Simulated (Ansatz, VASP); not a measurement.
HC6 in VASP and in Ansatz

Contents of INCAR:

```
SYSTEM = HC6
PREC = Accurate
ENCUT = 520
EDIFF = 1E-6
ISMEAR = 0
SIGMA = 0.1
LREAL = .False.
LASPH = .True.
NELM = 60
ALGO = Normal
ISIF = 2
LWAVE = .False.
LCHARG = .True.
LDIPOL = .True.
IDIPOL = 3
DIPOL = 0.5 0.5 0.301
GGA = CA
LELF = .True.
LVHAR = .True.
LVACPOTAV = .True.
NBANDS = 38
```

File KPOINTS:

```
regular mesh
0
Gamma
  6 3 1
  0 0 0
```

The input POSCAR:

```
HC6
1.0
    4.8895256614      0.0000000000      0.0000000000
   -1.2223814153      8.7849592876      0.0000000000
    0.0000000000      0.0000000000     22.7474729025
C H
12 2
Direct
    0.0193612757      0.0774451030      0.1758437088
    0.5193612758      0.0774451030      0.1758437088
    0.2742015947      0.0968063788      0.2059542860
    0.7742015947      0.0968063788      0.2059542860
    0.2838822326      0.1355289303      0.2661754406
    0.7838822326      0.1355289303      0.2661754406
    0.0386279421      0.1545151615      0.2955067254
    0.5386279421      0.1545151615      0.2955067254
    0.0488684834      0.1954807970      0.3583587359
    0.5488684834      0.1954807970      0.3583587359
    0.3031723044      0.2126952264      0.3845470194
    0.8031723044      0.2126952264      0.3845470194
    0.0488684834      0.0912483108      0.4183969333
    0.0488684834      0.2997132832      0.4183969333
```

Input for Ansatz:

```yaml
crystal:
  lattice:
    - [4.8895256614, 0.0, 0.0]
    - [-1.2223814153, 8.7849592876, 0.0]
    - [0.0, 0.0, 22.7474729025]
  atoms:
    - { symbol: C, position: [0.0193612757, 0.077445103, 0.1758437088] }
    - { symbol: C, position: [0.5193612758, 0.077445103, 0.1758437088] }
    - { symbol: C, position: [0.2742015947, 0.0968063788, 0.205954286] }
    - { symbol: C, position: [0.7742015947, 0.0968063788, 0.205954286] }
    - { symbol: C, position: [0.2838822326, 0.1355289303, 0.2661754406] }
    - { symbol: C, position: [0.7838822326, 0.1355289303, 0.2661754406] }
    - { symbol: C, position: [0.0386279421, 0.1545151615, 0.2955067254] }
    - { symbol: C, position: [0.5386279421, 0.1545151615, 0.2955067254] }
    - { symbol: C, position: [0.0488684834, 0.195480797, 0.3583587359] }
    - { symbol: C, position: [0.5488684834, 0.195480797, 0.3583587359] }
    - { symbol: C, position: [0.3031723044, 0.2126952264, 0.3845470194] }
    - { symbol: C, position: [0.8031723044, 0.2126952264, 0.3845470194] }
    - { symbol: H, position: [0.0488684834, 0.0912483108, 0.4183969333] }
    - { symbol: H, position: [0.0488684834, 0.2997132832, 0.4183969333] }
basis:
  ecutwfc: 420
kpoints:
  mp_grid: { grid: [6, 3, 1] }
hamiltonian:
  xc: lda
scf:
  occupations: { method: gaussian, width: 0.1 }
output:
  forces: true
  eigenvalues: true
efield:
  axis: 3
  dipole_correction: true
  ramp_width: 0.04
```

Alike in both runs: task single point; functional LDA; k mesh 6 × 3 × 1; occupations gaussian, width 0.1 eV; no spin polarisation.

|  | VASP | Ansatz |
| --- | --- | --- |
| version | VASP 6.6.1 | Ansatz 0.2.0 |
| potentials or method | VASP PAW LDA potentials, release 64 (C, H), cutoff 520 eV | scalar-relativistic, plane waves, PAW |
| valence electrons in the cell | 50 | 50 |

Ansatz gave:

| Property | Result |
| --- | --- |
| gap on the k mesh at the Fermi level (eV) | none |
| rms of the force components (eV/Å) | 1.737 |
| work function, face that differs most (eV) | 5.48 |

Problem. What did VASP give for the same quantities?

Solution. gap on the k mesh at the Fermi level (eV): none; rms of the force components (eV/Å): 1.731; work function, face that differs most (eV): 5.48.

LDA's correlation is that of Perdew and Zunger in VASP and of Perdew and Wang (1992) in Ansatz. Atom by atom the forces differ by 0.021 eV/Å (rms over components). A gap of «none» marks a metal or a gap that the smearing closes.
